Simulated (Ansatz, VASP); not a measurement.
**MoSe in VASP and in Ansatz**

```
CELL_PARAMETERS angstrom
0.00000 2.93227 2.93227
5.24038 2.93227 2.93227
5.24038 5.86454 0.00000
ATOMIC_POSITIONS crystal
Mo 0.00000 0.00000 0.00000
Mo 0.00000 0.00000 0.50000
Se 0.25000 0.25000 0.00000
Se 0.25000 0.25000 0.50000
```

Alike in both runs: functional PBE; k mesh 12 × 12 × 6; occupations gaussian, width 0.1 eV; collinear spin.

Ansatz relaxed the structure, and its values are those at the end. VASP's run is a single point on that final structure, the one shown.

|  | VASP | Ansatz |
| --- | --- | --- |
| version | VASP 6.6.1 | Ansatz 0.2.0 |
| potentials or method | VASP PAW PBE potentials, release 64 (Mo_sv, Se), cutoff 520 eV | scalar-relativistic, plane waves, PAW |
| valence electrons in the cell | 40 | 60 |

VASP gave:

```
gap on the k mesh at the Fermi level (eV)                     : none
pressure (GPa)                                                : 0.2
net moment per atom (μB)                                      : 0.00
size of the moment on the site where the two differ most (μB) : 0.70
```

Q: What did Ansatz give for the same quantities?

A: gap on the k mesh at the Fermi level (eV): none; pressure (GPa): 0.0; net moment per atom (μB): 0.00; size of the moment on the site where the two differ most (μB): 0.56.

Site moments also hang on the region over which each program counts them. A gap of «none» marks a metal or a gap that the smearing closes. VASP's potentials hold 40 valence electrons a cell and Ansatz's 60, so a difference there can come from the potentials and not from the codes.
